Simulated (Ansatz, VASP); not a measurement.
Two plane-wave programs on PbS

Contents of POSCAR:

```
PbS
1.0
    0.0000000000      2.9650000000      3.0391250000
    2.9650000000      0.0000000000      3.0391250000
    2.9650000000      2.9650000000      0.0000000000
Pb S
1 1
Direct
    0.0000000000      0.0000000000      0.0000000000
    0.5000000000      0.5000000000      0.5000000000
```

INCAR.step1

```
SYSTEM = PbS
PREC     = Accurate       ! precision mode
ENCUT    = 550            ! plane-wave cutoff, eV
ISMEAR   = 0              ! smearing method
SIGMA    = 0.05           ! smearing width, eV
LREAL    = .FALSE.        ! projectors in reciprocal space
LASPH    = .TRUE.         ! aspherical terms in the spheres
NELM     = 120            ! most SCF steps
NBANDS   = 17             ! bands
GGA      = PE             ! functional
ALGO     = Normal         ! electronic algorithm
EDIFF    = 1E-5           ! SCF threshold, eV
LWAVE    = .TRUE.         ! write WAVECAR
LCHARG   = .FALSE.        ! write CHGCAR
GGA_COMPAT= .FALSE.
```

Contents of INCAR.step2:

```
SYSTEM = PbS
PREC     = Accurate       ! precision mode
ENCUT    = 550            ! plane-wave cutoff, eV
EDIFF    = 1E-6           ! SCF threshold, eV
ISMEAR   = 0              ! smearing method
SIGMA    = 0.05           ! smearing width, eV
LREAL    = .FALSE.        ! projectors in reciprocal space
LASPH    = .TRUE.         ! aspherical terms in the spheres
NELM     = 120            ! most SCF steps
ALGO     = Normal         ! electronic algorithm
ISIF     = 2              ! what is computed and relaxed
LWAVE    = .FALSE.        ! write WAVECAR
LCHARG   = .TRUE.         ! write CHGCAR
METAGGA  = R2SCAN         ! meta-GGA
LMIXTAU  = .TRUE.       
LELF     = .TRUE.         ! ELF
LVHAR    = .TRUE.       
NBANDS   = 17             ! bands
ISTART   = 1            
GGA_COMPAT= .FALSE.
```

The input KPOINTS:

```
Automatic mesh
0
G
  8 8 8
  0 0 0
```

Input for Ansatz:

```yaml
crystal:
  lattice:
    - [0.0, 2.965, 3.039125]
    - [2.965, 0.0, 3.039125]
    - [2.965, 2.965, 0.0]
  atoms:
    - { symbol: Pb, position: [0.0, 0.0, 0.0] }
    - { symbol: S, position: [0.5, 0.5, 0.5] }
basis:
  ecutwfc: 500
kpoints:
  mp_grid: { grid: [8, 8, 8] }
hamiltonian:
  xc: r2scan
scf:
  occupations: { method: gaussian, width: 0.05 }
output:
  forces: true
  stress: true
  eigenvalues: true
```

Change from the starting cell: strain +0.000 along x and y, +0.025 along z, atoms carried along.

Alike in both runs: task single point; functional r2SCAN; k mesh 8 × 8 × 8; occupations gaussian, width 0.05 eV; no spin polarisation.

```csv
,VASP,Ansatz
version,VASP 6.6.1,Ansatz 0.2.0
potentials or method,"VASP PAW PBE potentials, release 64 (Pb_d, S), cutoff 550 eV","scalar-relativistic, plane waves, PAW"
valence electrons in the cell,20,20
```

|  | VASP | Ansatz | Ansatz less VASP |
| --- | --- | --- | --- |
| gap on the k mesh at the Fermi level (eV) | 0.69 | 0.68 | -0.010 |
| least direct gap on the mesh (eV) | 0.69 | 0.68 | -0.010 |
| pressure (GPa) | 0.0 | 0.0 | +0.01 |
| traceless stress, the component that is largest in VASP (GPa) | -1.88 | -1.88 | +0.008 |

VASP's potentials were made for PBE, not for r2SCAN.

Neither program's run includes spin-orbit coupling.
